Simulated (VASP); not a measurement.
A run of VASP 6.6.1 is set up as follows.

INCAR

```
SYSTEM = ZrSc3F2
  PREC = Accurate
  ENCUT = 520
  EDIFF = 1E-6
  ISMEAR = 0
  SIGMA = 0.1
  LREAL = .FALSE.
  LASPH = .TRUE.
  NELM = 80
  ALGO = Normal
  ISIF = 2
  LWAVE = .FALSE.
  LCHARG = .FALSE.
  GGA = PE
  NBANDS = 38
```

Contents of KPOINTS:

```
Automatic mesh
0
G
  12 12 6
  0 0 0
```

Contents of POSCAR:

```
ZrSc3F2
1.0
    5.3698243474      0.0000000000      0.0000000000
   -2.6849121737      4.6504042987      0.0000000000
    0.0000000000      0.0000000000      8.1977221930
Zr Sc F
1 3 2
Direct
    0.0000000000      0.0000000000      0.0000000000
    0.3333333333      0.6666666667      0.0000000000
    0.6666666667      0.3333333333      0.0000000000
    0.0000000000      0.0000000000      0.5000000000
    0.0000000000      0.0000000000      0.7365450868
    0.0000000000      0.0000000000      0.2634549132
```

Potentials or basis: VASP PAW PBE potentials, release 64 (Zr_sv, Sc_sv, F).

The run is started by

```bash
$ cat potpaw_PBE.64/Zr_sv/POTCAR potpaw_PBE.64/Sc_sv/POTCAR potpaw_PBE.64/F/POTCAR > POTCAR
$ mpirun -np 1 vasp_std > vasp.out
```

Problem. Predict the band gap on the k mesh.

Solution. Zero (an odd number of electrons rules out a gap without spin polarisation).

Problem. Predict the largest force.

Solution. 0.132 eV/Å.

Problem. Predict the pressure.

Solution. 0.1 GPa.

Stress tensor (GPa, compression positive):
```
-0.02  0.00  0.00
 0.00 -0.02  0.00
 0.00  0.00  0.38
```
